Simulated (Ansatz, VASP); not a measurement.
Cu: VASP beside Ansatz

File INCAR:

```
  PREC = Accurate
  ENCUT = 520
  EDIFF = 1E-6
  ISMEAR = 0
  SIGMA = 0.15
  LREAL = F
  LASPH = T
  NELM = 100
  ALGO = Fast
  ISIF = 2
  LWAVE = F
  LCHARG = T
  GGA = PE
  LELF = T
  LVHAR = T
  NBANDS = 12
```

The input KPOINTS:

```
regular mesh
0
Gamma
  24 24 24
```

The input POSCAR:

```
Cu
1.0
    0.0000000000      1.7009226222      2.0411071466
    1.7009226222      0.0000000000      2.0411071466
    1.7009226222      1.7009226222      0.0000000000
Cu
1
Direct
    0.0000000000      0.0000000000      0.0000000000
```

Input for Ansatz:

```yaml
crystal:
  lattice:
    - [0.0, 1.7009226222, 2.0411071466]
    - [1.7009226222, 0.0, 2.0411071466]
    - [1.7009226222, 1.7009226222, 0.0]
  atoms:
    - { symbol: Cu, position: [0.0, 0.0, 0.0] }
basis:
  ecutwfc: 650.0
kpoints:
  mp_grid: { grid: [24, 24, 24] }
hamiltonian:
  xc: pbe
scf:
  occupations: { method: gaussian, width: 0.15 }
output:
  forces: true
  stress: true
  eigenvalues: true
```

Alike in both runs: task single point; functional PBE; k mesh 24 × 24 × 24; occupations gaussian, width 0.15 eV; no spin polarisation.

|  | VASP | Ansatz |
| --- | --- | --- |
| version | VASP 6.6.1 | Ansatz 0.2.0 |
| potentials or method | VASP PAW PBE potentials, release 64 (Cu), cutoff 520 eV | scalar-relativistic, plane waves, PAW |
| valence electrons in the cell | 11 | 19 |

VASP gave:

| Quantity | Value |
| --- | --- |
| gap on the k mesh at the Fermi level (eV) | none |
| pressure (GPa) | 4.6 |
| traceless stress, the component that is largest in VASP (GPa) | -12.07 |

**Question.** Estimate Ansatz's values.

**Answer.** gap on the k mesh at the Fermi level (eV): none; pressure (GPa): 3.8; traceless stress, the component that is largest in VASP (GPa): -12.17.

A gap of «none» marks a metal or a gap that the smearing closes. The functional is the same, so the differences come from potentials, cutoffs and numerics. VASP's potentials hold 11 valence electrons a cell and Ansatz's 19, so a difference there can come from the potentials and not from the codes.
